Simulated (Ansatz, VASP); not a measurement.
Given: the input of a run of Ansatz 0.2.0 on AlN.

Contents of input.yaml:

```yaml
crystal:
  lattice:
    - [3.3121157418, 0.0, 0.0]
    - [-1.6560578709, 2.8683763727, 0.0]
    - [0.0, 0.0, 4.187563]
  atoms:
    - { symbol: Al, position: [0.6666666667, 0.3333333333, 0.25] }
    - { symbol: Al, position: [0.3333333333, 0.6666666667, 0.75] }
    - { symbol: "N", position: [0.6666666667, 0.3333333333, 0.75] }
    - { symbol: "N", position: [0.3333333333, 0.6666666667, 0.25] }
hamiltonian:
  xc: { exchange: pbe, correlation: pbe, exx: { coeff: 0.2, omega: 0.2 } }
  pseudopotentials: { kind: paw }
kpoints:
  mp_grid: { grid: [5, 5, 4] }
scf:
  occupations: { method: fermi_dirac, width: 0.05 }
output:
  forces: true
  stress: true
  eigenvalues: true
```

Potentials or basis: Ansatz PAW.

Launch:

```bash
$ ansatz run input.yaml --threads 2 --pin off --max-ram 5632MiB --backend cpu --events-out ev --progress --plain --runs-dir out
```

Question: Translate it to VASP 6.6.1. Potentials there: VASP PAW PBE potentials, release 64 (Al, N).

Answer: As run (the cutoff follows the program's own potentials):

The input POSCAR:

```
AlN
1.0
    3.3121157418      0.0000000000      0.0000000000
   -1.6560578709      2.8683763727      0.0000000000
    0.0000000000      0.0000000000      4.1875630000
Al N
2 2
Direct
    0.6666666667      0.3333333333      0.2500000000
    0.3333333333      0.6666666667      0.7500000000
    0.6666666667      0.3333333333      0.7500000000
    0.3333333333      0.6666666667      0.2500000000
```

Contents of INCAR.step1:

```
SYSTEM = AlN
PREC = Accurate ; ENCUT = 520
EDIFF = 1E-5 ; ISMEAR = -1
SIGMA = 0.05 ; LREAL = .FALSE.
LASPH = .TRUE. ; NELM = 60
ALGO = Normal ; ISIF = 2
LWAVE = .TRUE. ; LCHARG = .FALSE.
GGA = PE ; NBANDS = 16
```

INCAR.step2

```
SYSTEM = AlN
PREC = Accurate ; ENCUT = 520
EDIFF = 1E-7 ; ISMEAR = -1
SIGMA = 0.05 ; LREAL = .FALSE.
LASPH = .TRUE. ; NELM = 60
ALGO = Normal ; ISIF = 2
LWAVE = .FALSE. ; LCHARG = .FALSE.
GGA = PE ; LHFCALC = .TRUE.
AEXX = 0.2 ; HFSCREEN = 0.2
PRECFOCK = Normal ; ISTART = 1
NBANDS = 16
```

File KPOINTS:

```
Automatic mesh
0
G
  5 5 4
  0 0 0
```

Potentials or basis: VASP PAW PBE potentials, release 64 (Al, N).

Run with:

```console
$ cat potpaw_PBE.64/Al/POTCAR potpaw_PBE.64/N/POTCAR > POTCAR
$ cp INCAR.step1 INCAR
$ mpirun -np 1 vasp_std > vasp.out
$ cp INCAR.step2 INCAR
$ mpirun -np 1 vasp_std > vasp.out
```

Both were run:

|  | VASP | Ansatz | Ansatz less VASP |
| --- | --- | --- | --- |
| gap on the k mesh at the Fermi level (eV) | 4.29 | 4.28 | -0.006 |
| least direct gap on the mesh (eV) | 4.29 | 4.28 | -0.006 |
| pressure (GPa) | -4.7 | -4.6 | +0.09 |
| traceless stress, the component that is largest in VASP (GPa) | 0.22 | -0.13 | -0.355 |

VASP's potentials were made for PBE, not for PBE-based screened hybrid.

The k mesh is coarse, so the values compare programs but aren't converged. Noted on Ansatz's run: odd divisions of the mesh miss points on the zone boundary, where band edges often lie, so the gap on the mesh can be too wide.
